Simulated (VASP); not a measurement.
# Ti2VO6 (C222) in VASP: single point with PBE

Aim: the single point of Ti2VO6 with PBE.

The COD entry that gives the cell may itself be a prediction, so a difference from it is no test against experiment.

Program: VASP 6.6.1. These are calculated values, not measurements. Logs are shortened: lines on timing, memory, paths and dates and some standing lists are left out, and cuts for length are marked.

### Step 1. The cell of the first run

It takes space group C222 (No. 21, orthorhombic). Conventional cell: a = 5.738 Å, b = 9.831 Å, c = 6.279 Å, α = 90.00°, β = 90.00°, γ = 90.00°. Within 2.4 Å of Ti (site symmetry 2) lie 4 O at 1.82 to 1.83 Å. V (site symmetry 222) has 4 O at 1.76 Å within 2.3 Å. O (site symmetry 1) has 1 V at 1.76 Å and 1 Ti at 1.83 Å within 2.3 Å. O (site symmetry 2) has 2 Ti at 1.82 Å within 2.4 Å.

### Step 2. Single point, PBE, collinear spin, ferromagnetic start

Contents of INCAR:

```
SYSTEM = Ti2VO6
  PREC = Accurate
  ENCUT = 600
  EDIFF = 1E-6
  ISMEAR = 0
  SIGMA = 0.1
  LREAL = .FALSE.
  LASPH = .TRUE.
  NELM = 200
  ALGO = Normal
  ISIF = 2
  LWAVE = .FALSE.
  LCHARG = .FALSE.
  ISPIN = 2
  MAGMOM = 0 0 0.6 0 0 0 0 0 0
  LORBIT = 11
  LMAXMIX = 4
  GGA = PE
  NBANDS = 50
  GGA_COMPAT = .FALSE.
  KPAR = 4
```

Contents of KPOINTS:

```
Automatic mesh
0
G
  8 8 6
  0 0 0
```

Contents of POSCAR:

```
Ti2VO6
1.0
    2.8688764875     -4.9154116768      0.0000000000
    2.8688764875      4.9154116768      0.0000000000
    0.0000000000      0.0000000000      6.2791103882
Ti V O
2 1 6
Direct
    0.0000000000      0.5000000000      0.3327845366
    0.5000000000      0.0000000000      0.6672154634
    0.0000000000      0.0000000000      0.0000000000
    0.0700408652      0.2801302525      0.1621011675
    0.7102891970      0.2897108030      0.5000000000
    0.7198697475      0.9299591348      0.8378988325
    0.2801302525      0.0700408652      0.8378988325
    0.2897108030      0.7102891970      0.5000000000
    0.9299591348      0.7198697475      0.1621011675
```

Potentials or basis: VASP PAW PBE potentials, release 64 (Ti_sv, V_sv, O).

Command:

```sh
$ cat potpaw_PBE.64/Ti_sv/POTCAR potpaw_PBE.64/V_sv/POTCAR potpaw_PBE.64/O/POTCAR > POTCAR
$ mpirun -np 4 vasp_std > vasp.out
```

OUTCAR:

```text
SYSTEM = Ti2VO6
   PREC = Accurate
   ENCUT = 600
   EDIFF = 1E-6
   ISMEAR = 0
   LREAL = .FALSE.
   LASPH = .TRUE.
   NELM = 200
   ISIF = 2
   ISPIN = 2
   LORBIT = 11
   GGA = PE

 ion  position               nearest neighbor table
   1  0.000  0.500  0.333-   5 1.82   8 1.82   4 1.83   9 1.83
   2  0.500  0.000  0.667-   5 1.82   8 1.82   7 1.83   6 1.83
   3  0.000  0.000  0.000-   4 1.76   6 1.76   7 1.76   9 1.76
   4  0.070  0.280  0.162-   3 1.76   1 1.83
   5  0.710  0.290  0.500-   1 1.82   2 1.82
   6  0.720  0.930  0.838-   3 1.76   2 1.83
   7  0.280  0.070  0.838-   3 1.76   2 1.83
   8  0.290  0.710  0.500-   1 1.82   2 1.82
   9  0.930  0.720  0.162-   3 1.76   1 1.83

  LATTYP: Found a base centered orthorhombic cell.
 ALAT       =     5.7377529750
 B/A-ratio  =     1.7133577197
 C/A-ratio  =     1.0943500732

  Lattice vectors:

 A1 = (   2.8688764875,  -4.9154116768,   0.0000000000)
 A2 = (   2.8688764875,   4.9154116768,   0.0000000000)
 A3 = (   0.0000000000,   0.0000000000,   6.2791103882)

Analysis of symmetry for initial positions (statically):
=====================================================================
 Subroutine PRICEL returns:
 Original cell was already a primitive cell.

 Routine SETGRP: Setting up the symmetry group for a
 base centered orthorhombic supercell.

 Subroutine GETGRP returns: Found  4 space group operations
 (whereof  4 operations were pure point group operations)
 out of a pool of  8 trial point group operations.

The static configuration has the point symmetry D_2 .

Analysis of symmetry for dynamics (positions and initial velocities):
=====================================================================
 Subroutine PRICEL returns:
 Original cell was already a primitive cell.

 Routine SETGRP: Setting up the symmetry group for a
 base centered orthorhombic supercell.

 Subroutine GETGRP returns: Found  4 space group operations
 (whereof  4 operations were pure point group operations)
 out of a pool of  8 trial point group operations.

The dynamic configuration has the point symmetry D_2 .

Analysis of structural, dynamic, and magnetic symmetry:
=====================================================================
 Subroutine PRICEL returns:
 Original cell was already a primitive cell.

 Routine SETGRP: Setting up the symmetry group for a
 base centered orthorhombic supercell.

 Subroutine GETGRP returns: Found  4 space group operations
 (whereof  4 operations were pure point group operations)
 out of a pool of  8 trial point group operations.

The overall configuration has the point symmetry D_2 .

 Subroutine INISYM returns: Found  4 space group operations
 (whereof  4 operations are pure point group operations),
 and found     1 'primitive' translations

----------------------------------------------------------------------------------------

                                     Primitive cell

  volume of cell :     177.0924

  direct lattice vectors                    reciprocal lattice vectors
     2.868876488 -4.915411677  0.000000000     0.174284255 -0.101720880  0.000000000
     2.868876488  4.915411677  0.000000000     0.174284255  0.101720880  0.000000000
     0.000000000  0.000000000  6.279110388     0.000000000  0.000000000  0.159258229

  length of vectors
     5.691372792  5.691372792  6.279110388     0.201797271  0.201797271  0.159258229

  position of ions in fractional coordinates (direct lattice)
     1.000000000  0.500000000  0.332784537
     0.500000000  1.000000000  0.667215463
     0.000000000  0.000000000  0.000000000
     0.070040865  0.280130253  0.162101167
     0.710289197  0.289710803  0.500000000
     0.719869747  0.929959135  0.837898833
     0.280130253  0.070040865  0.837898833
     0.289710803  0.710289197  0.500000000
     0.929959135  0.719869747  0.162101167

  ion indices of the primitive-cell ions
   primitive index   ion index
                 1           1
                 2           2
                 3           3
                 4           4
                 5           5
                 6           6
                 7           7
                 8           8
                 9           9

[... 59 lines left out ...]
   NGX,Y,Z   is equivalent  to a cutoff of  14.02, 14.02, 13.24 a.u.
   NGXF,Y,Z  is equivalent  to a cutoff of  28.04, 28.04, 26.48 a.u.
 SYSTEM =  Ti2VO6
   PREC   = accura    normal or accurate (medium, high low for compatibility)
   ISTART =      0    job   : 0-new  1-cont  2-samecut
   ICHARG =      2    charge: 1-file 2-atom 10-const
   ISPIN  =      2    spin polarized calculation?
   LNONCOLLINEAR =      F non collinear calculations
   LSORBIT =      F    spin-orbit coupling
   LASPH  =      T    aspherical Exc in radial PAW
   ENCUT  =  600.0 eV  44.10 Ry    6.64 a.u.  11.37 11.37 12.54*2*pi/ulx,y,z
   NELM   =    200;   NELMIN=  2; NELMDL= -5     # of ELM steps
   EDIFF  = 0.1E-05   stopping-criterion for ELM
   LREAL  =      F    real-space projection
   EDIFFG = 0.1E-04   stopping-criterion for IOM
   NSW    =      0    number of steps for IOM
   IBRION =     -1    ionic relax: 0-MD 1-quasi-New 2-CG
   NFREE  =      0    steps in history (QN), initial steepest desc. (CG)
   ISIF   =      2    stress and relaxation
   ISYM   =      2    0-nonsym 1-usesym 2-fastsym
   POTIM  = 0.5000    time-step for ionic-motion
   TEBEG  =    0.0;   TEEND  =   0.0 temperature during run
   PSTRESS=    0.0 pullay stress
   NELECT =      73.0000    total number of electrons
   NUPDOWN=      -1.0000    fix difference up-down
   EMIN   =  10.00;   EMAX   =-10.00  energy-range for DOS
   EFERMI =   0.00;   METHOD = LEGACY
   ISMEAR =     0;   SIGMA  =   0.10  broadening in eV -4-tet -1-fermi 0-gaus
   EFERMI_NEDOS =   21; number of points for ismear=-14 and -15
   IALGO  =     38    algorithm
   IMIX   =      4    mixing-type and parameters
     AMIX     =   0.40;   BMIX     =  1.00
     AMIX_MAG =   1.60;   BMIX_MAG =  1.00
  volume/ion in A,a.u.               =      19.68       132.79
  Fermi-wavevector in a.u.,A,eV,Ry     =   1.218379  2.302403 20.197141  1.484448
  Thomas-Fermi vector in A             =   2.353668
   LORBIT       =     11    0 simple, 1 ext, 2 COOP (PROOUT), +10 PAW based schemes
   GGA     = PE    functional components
   LHFCALC =     F    Hartree Fock is set to
   AEXX    =    0.0000 exact exchange contribution
   IVDW    =     0    specifies the selected vdW correction
   LEPSILON=     F    determine dielectric tensor
   LRPA    =     F    only Hartree local field effects (RPA)
 spin polarized calculation
 Gauss-broadening in eV      SIGMA  =   0.10
  energy-cutoff  :      600.00
  volume of cell :      177.09
 maximum number of plane-waves:      5939
 NGX is ok and might be reduce to    48
   NGX = 23   NGY = 23   NGZ = 25

 number of electron      73.0000005 magnetization       1.0002493

 Free energy of the ion-electron system (eV)
  ---------------------------------------------------
  ext. energy  EPLUGINS =         0.00000000
  ---------------------------------------------------
  free energy    TOTEN  =       -79.40674095 eV

  energy without entropy =      -79.38382492  energy(sigma->0) =      -79.39528294

 E-fermi :   1.5625     XC(G=0):  -7.6065

 val. band max:        1.5614449814   @ k =  -0.2500   0.1250   0.5000
 cond. band min:       1.5646776586   @ k =  -0.3750   0.1250   0.0000
 fundamental gap:      0.0032326771
 Fermi energy:         1.5625285077

 spin component 1

 k-point     1 :       0.0000    0.0000    0.0000
  band No.  band energies     occupation
      1     -64.8356      1.00000
      2     -56.8266      1.00000
      3     -56.8207      1.00000
      4     -38.7620      1.00000
      5     -38.7484      1.00000
      6     -38.7437      1.00000
[... 1213 lines left out ...]
     47       4.5124      0.00000
     48       4.6662      0.00000

 [... further k-points ...]

 spin component 2

 k-point     1 :       0.0000    0.0000    0.0000
  band No.  band energies     occupation
      1     -64.0652      1.00000
      2     -56.6811      1.00000
      3     -56.6751      1.00000
      4     -38.0527      1.00000
      5     -37.9864      1.00000
      6     -37.9705      1.00000
[... 1213 lines left out ...]
     47       4.6992      0.00000
     48       4.7552      0.00000

 [... further k-points ...]

 [bands above 48 left out]

------------------------ aborting loop because EDIFF is reached ----------------------------------------

  FORCE on cell =-STRESS in cart. coord.  units (eV):
  Direction    XX          YY          ZZ          XY          YZ          ZX
  --------------------------------------------------------------------------------------
  -------------------------------------------------------------------------------------
  Total        0.3785045      0.3446824      0.3712294      0.0000000      0.0000000      0.0000000
  in kB        3.4243782      3.1183858      3.3585601      0.0000000      0.0000000      0.0000000
  external PRESSURE =       3.3004414 kB  Pullay stress =       0.0000000 kB

 VOLUME and BASIS-vectors are now :
 -----------------------------------------------------------------------------
  energy-cutoff  :      600.00
  volume of cell :      177.09
      direct lattice vectors                 reciprocal lattice vectors
     2.868876488 -4.915411677  0.000000000     0.174284255 -0.101720880  0.000000000
     2.868876488  4.915411677  0.000000000     0.174284255  0.101720880  0.000000000
     0.000000000  0.000000000  6.279110388     0.000000000  0.000000000  0.159258229

 POSITION                                       TOTAL-FORCE (eV/Angst)
 -----------------------------------------------------------------------------------
      1.43444      2.45771      2.08959        -0.000000     -0.000000     -0.005266
      1.43444     -2.45771      4.18952        -0.000000     -0.000000      0.005266
      0.00000      0.00000      0.00000        -0.000000     -0.000000      0.000000
      1.00460      1.03268      1.01785         0.036872      0.011498      0.018681
      2.86888     -2.06732      3.13956        -0.000000      0.027318      0.000000
      4.73316      1.03268      5.26126        -0.036872      0.011498     -0.018681
      1.00460     -1.03268      5.26126         0.036872     -0.011498     -0.018681
      2.86888      2.06732      3.13956        -0.000000     -0.027318      0.000000
      4.73316     -1.03268      1.01785        -0.036872     -0.011498      0.018681
 -----------------------------------------------------------------------------------
    total drift:                                0.000000     -0.000000     -0.000000

  FREE ENERGIE OF THE ION-ELECTRON SYSTEM (eV)
  ---------------------------------------------------
  free  energy   TOTEN  =       -79.4067409509 eV

  energy  without entropy=      -79.3838249201  energy(sigma->0) =      -79.39528294

 total charge

# of ion       s       p       d       tot
------------------------------------------
    1        2.244   6.277   1.949  10.470
    2        2.244   6.277   1.949  10.470
    3        2.342   6.362   3.157  11.862
    4        1.573   3.473   0.000   5.046
    5        1.573   3.478   0.000   5.052
    6        1.573   3.473   0.000   5.046
    7        1.573   3.473   0.000   5.046
    8        1.573   3.478   0.000   5.052
    9        1.573   3.473   0.000   5.046
--------------------------------------------------
tot         16.267  39.767   7.055  63.089

 magnetization (x)

# of ion       s       p       d       tot
------------------------------------------
    1        0.001   0.003   0.140   0.143
    2        0.001   0.003   0.140   0.143
    3        0.006   0.006   0.708   0.720
    4       -0.001  -0.019   0.000  -0.020
    5       -0.000  -0.007   0.000  -0.007
    6       -0.001  -0.019   0.000  -0.020
    7       -0.001  -0.019   0.000  -0.020
    8       -0.000  -0.007   0.000  -0.007
    9       -0.001  -0.019   0.000  -0.020
--------------------------------------------------
tot          0.003  -0.080   0.987   0.911
```

Wall time 9 min (4 MPI ranks of Intel Xeon 6975P-C (Granite Rapids), shared host); peak memory 1.3 GiB.

What came out:

* Free energy: -79.4067 eV
* Pressure: 0.3 GPa
* Largest force: 0.043 eV/Å
* Band gap on the k mesh: zero (filled and empty bands overlap)
* Net moment: 1.00 μB per cell
* Site moments: Ti +0.14; V +0.72; O -0.02, -0.01 μB
* Valence electrons inside the program's atomic spheres: Ti 10.47; V 11.86; O 5.05

Forces in eV/Å, atoms in the order of the input:
```
Ti   0.000  0.000 -0.005
Ti   0.000  0.000  0.005
V    0.000  0.000  0.000
O    0.037  0.011  0.019
O    0.000  0.027  0.000
O   -0.037  0.011 -0.019
O    0.037 -0.011 -0.019
O    0.000 -0.027  0.000
O   -0.037 -0.011  0.019
```

Caveat: semilocal functionals often make such compounds metallic where correlation or magnetic order opens a gap, which also shifts bond lengths. With open d or f shells a metallic result of PBE can be an artefact of self-interaction; +U or a hybrid may open a gap.
